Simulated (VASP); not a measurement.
A run of VASP 6.6.1 is set up as follows.

File INCAR:

```
PREC = Accurate ; ENCUT = 520
EDIFF = 1E-6 ; ISMEAR = 0
SIGMA = 0.15 ; LREAL = False
LASPH = True ; NELM = 80
ALGO = Normal ; ISIF = 2
LWAVE = False ; LCHARG = False
GGA = PE ; IVDW = 12
NBANDS = 8
```

The input KPOINTS:

```
Automatic mesh
0
Gamma
  22 22 22
```

The input POSCAR:

```
Al
1.0
    0.0000000000      2.1669777145      1.5912117358
    2.1669777145      0.0000000000      1.5912117358
    2.1669777145      2.1669777145      0.0000000000
Al
1
Direct
    0.0000000000      0.0000000000      0.0000000000
```

Potentials or basis: VASP PAW PBE potentials, release 64 (Al).

Command:

```sh
$ cat potpaw_PBE.64/Al/POTCAR > POTCAR
$ mpirun -np 1 vasp_std > vasp.out
```

Question: Predict the dispersion energy per atom.

Answer: -0.372 eV.

Question: Predict the pressure.

Answer: 7.0 GPa.

Stress tensor (GPa, compression positive):
```
6.59 0.00 0.00
0.00 6.59 0.00
0.00 0.00 7.89
```

Caveat: the cell stands under pressure.
